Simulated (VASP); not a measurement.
Here is a VASP 6.6.1 calculation.

The input POSCAR:

```
AlPt
1.0
    3.0663819211      0.0000000000      0.0000000000
    0.0000000000      3.0663819211      0.0000000000
    0.0000000000      0.0000000000      3.0663819211
Al Pt
1 1
Direct
    0.0000000000      0.0000000000      0.0000000000
    0.5000000000      0.5000000000      0.5000000000
```

The input INCAR.step1:

```
PREC     = Accurate       # precision mode
ENCUT    = 520            # plane-wave cutoff, eV
ISMEAR   = 0              # smearing method
SIGMA    = 0.1            # smearing width, eV
LREAL    = False          # projectors in reciprocal space
LASPH    = True           # aspherical terms in the spheres
NELM     = 100            # most SCF steps
NBANDS   = 14             # bands
GGA      = PE             # functional
ALGO     = Normal         # electronic algorithm
EDIFF    = 1E-4           # SCF threshold, eV
LWAVE    = True           # write WAVECAR
LCHARG   = False          # write CHGCAR
```

Contents of INCAR.step2:

```
PREC     = Accurate       # precision mode
ENCUT    = 520            # plane-wave cutoff, eV
EDIFF    = 1E-7           # SCF threshold, eV
ISMEAR   = 0              # smearing method
SIGMA    = 0.1            # smearing width, eV
LREAL    = False          # projectors in reciprocal space
LASPH    = True           # aspherical terms in the spheres
NELM     = 100            # most SCF steps
ALGO     = Normal         # electronic algorithm
ISIF     = 2              # what is computed and relaxed
LWAVE    = False          # write WAVECAR
LCHARG   = False          # write CHGCAR
METAGGA  = R2SCAN         # meta-GGA
LMIXTAU  = True         
NBANDS   = 14             # bands
ISTART   = 1
```

The input KPOINTS:

```
Automatic mesh
0
Gamma
  10 10 10
```

Potentials or basis: VASP PAW PBE potentials, release 64 (Al, Pt).

The run is started by

```console
$ cat potpaw_PBE.64/Al/POTCAR potpaw_PBE.64/Pt/POTCAR > POTCAR
$ cp INCAR.step1 INCAR
$ mpirun -np 1 vasp_std > vasp.out
$ cp INCAR.step2 INCAR
$ mpirun -np 1 vasp_std > vasp.out
```

(1) What does it give for the band gap on the k mesh?

(2) Predict the pressure.

Results:

(1) zero (an odd number of electrons rules out a gap without spin polarisation).

(2) -0.2 GPa.

Caveat: the PAW data sets were made with another functional, which shifts forces and pressure a little; spin-orbit coupling is left out, which moves the levels of the heavy elements.
